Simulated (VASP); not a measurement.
W3N4, 7 atoms in the cell. It takes space group P-43m (No. 215, cubic). The conventional cell has a = 4.532 Å, b = 4.532 Å, c = 4.532 Å, α = 90.00°, β = 90.00°, γ = 90.00°. Within 2.6 Å of W (site symmetry -42m) lie 4 N at 1.97 Å. N (site symmetry 3m) has 3 W at 1.97 Å within 2.6 Å. 

| Property | Result |
| --- | --- |
| Program | VASP 6.6.1 |
| Task | single point |
| Functional | PBE |
| Potentials or basis | VASP PAW PBE potentials, release 64 (W_sv, N) |
| Cutoff | 520 eV |
| k mesh | 8 × 8 × 8 |
| Occupations | gaussian, width 0.1 eV |
| Spin | no spin polarisation |
| Dipole correction | no |
| Further INCAR settings | ALGO = Normal; EDIFF = 1e-06; NBANDS = 40 |

Potentials or basis: VASP PAW PBE potentials, release 64 (W_sv, N).

Command:

```sh
$ cat potpaw_PBE.64/W_sv/POTCAR potpaw_PBE.64/N/POTCAR > POTCAR
$ mpirun -np 1 vasp_std > vasp.out
```

Hardware: 1 thread of Intel(R) Xeon(R) 6975P-C (Granite Rapids), on a shared host.

Problem. How long does it take, and how much memory?

Solution. It took 42 s on 1 thread of Intel(R) Xeon(R) 6975P-C (Granite Rapids), with other jobs on the host, peak memory 0.25 GiB. Counts: scf iterations 14, k points 35.
